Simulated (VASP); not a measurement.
Set up this calculation in VASP 6.6.1, as the native input.

* Task: relaxation of cell and atoms
* Functional: LDA
* Potentials or basis: VASP PAW LDA potentials, release 64 (Sn_d)
* Cutoff: 600 eV
* k mesh: 12 × 12 × 12
* Occupations: fermi-dirac, width 0.15 eV
* Spin: no spin polarisation
* Dipole correction: no
* Further INCAR settings: ALGO = Fast; EDIFF = 1e-06; IBRION = 2; EDIFFG = -0.001; NSW = 80; ISIF = 3

The structure of Sn lies in POSCAR:

```
Sn
1.0
    0.0000000000      3.2368371019      3.2368371019
    3.2368371019      0.0000000000      3.2368371019
    3.2368371019      3.2368371019      0.0000000000
Sn
2
Direct
    0.5000000000      0.5000000000      0.5000000000
    0.7500000000      0.7500000000      0.7500000000
```

This isn't the form of Sn at room conditions, which is tetragonal (white tin).

These files were run (other wordings do the same):

INCAR

```
SYSTEM = Sn
  PREC = Accurate
  ENCUT = 600
  EDIFF = 1E-6
  ISMEAR = -1
  SIGMA = 0.15
  LREAL = .False.
  LASPH = .True.
  NELM = 60
  ALGO = Fast
  ISIF = 3
  LWAVE = .False.
  LCHARG = .False.
  GGA = CA
  IBRION = 2
  NSW = 80
  EDIFFG = -0.001
```

KPOINTS

```
regular mesh
0
Gamma
  12 12 12
  0 0 0
```

Potentials or basis: VASP PAW LDA potentials, release 64 (Sn_d).

Run with:

```console
$ cat potpaw_LDA.64/Sn_d/POTCAR > POTCAR
$ mpirun -np 1 vasp_std > vasp.out
```

Results of the run:

| Quantity | Value |
| --- | --- |
| Relaxed volume | 33.96 Å³/atom |
| Relaxed cell | a = 4.580 Å, b = 4.580 Å, c = 4.580 Å, α = 60.00°, β = 60.00°, γ = 60.00° |
| Space group after relaxing (to 0.1 Å) | Fd-3m (No. 227) |
| Energy gained by relaxing | 0.0 meV/atom |
| Ionic steps | 2 |
| Pressure after relaxing | 0.0 GPa |
| Band gap on the k mesh | zero (bands 14 and 15 overlap by 0.18 eV) |

Caveat: spin-orbit coupling is left out, which moves the levels of the heavy elements.

It took 4.9 min on 1 thread of Intel Xeon 8259CL, with other jobs on the host, peak memory 0.25 GiB.
